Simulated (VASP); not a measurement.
A run of VASP 6.6.1 is set up as follows.

INCAR

```
PREC = Accurate
ENCUT = 600
EDIFF = 1E-6
ISMEAR = 0
SIGMA = 0.1
LREAL = F
LASPH = T
NELM = 120
ALGO = Normal
ISIF = 2
LWAVE = F
LCHARG = T
GGA = CA
LELF = T
LVHAR = T
NBANDS = 64
GGA_COMPAT = F
```

Contents of KPOINTS:

```
regular mesh
0
Gamma
  6 4 4
```

POSCAR

```
SnO2
1.0
    3.1805564129      0.0000000000      0.0000000000
    0.0000000000      6.6839231512      0.0000000000
    0.0000000000      0.0000000000      6.6839231512
O Sn
8 4
Direct
    0.0000000000      0.0000000000      0.0000000000
    0.5000000000      0.3070000000      0.1929942000
    0.5000000000      0.6930000000      0.1929942000
    0.0000000000      0.0000000000      0.3859884000
    0.0000000000      0.5000000000      0.5000001000
    0.5000000000      0.8070000000      0.6929943000
    0.5000000000      0.1930000000      0.6929943000
    0.0000000000      0.5000000000      0.8859885000
    0.0000000000      0.5000000000      0.1929942000
    0.5000000000      0.0000000000      0.1929942000
    0.0000000000      0.0000000000      0.6929943000
    0.5000000000      0.5000000000      0.6929943000
```

Potentials or basis: VASP PAW LDA potentials, release 64 (O, Sn_d).

The run is started by

```sh
$ cat potpaw_LDA.64/O/POTCAR potpaw_LDA.64/Sn_d/POTCAR > POTCAR
$ mpirun -np 1 vasp_std > vasp.out
```

Task: What does it give for the band gap on the k mesh?

Result: 1.25 eV.

Task: Estimate the pressure.

Result: 1.5 GPa.

Stress tensor (GPa, compression positive):
```
2.76 0.00 0.00
0.00 0.93 0.00
0.00 0.00 0.93
```

Caveat: spin-orbit coupling is left out, which moves the levels of the heavy elements.
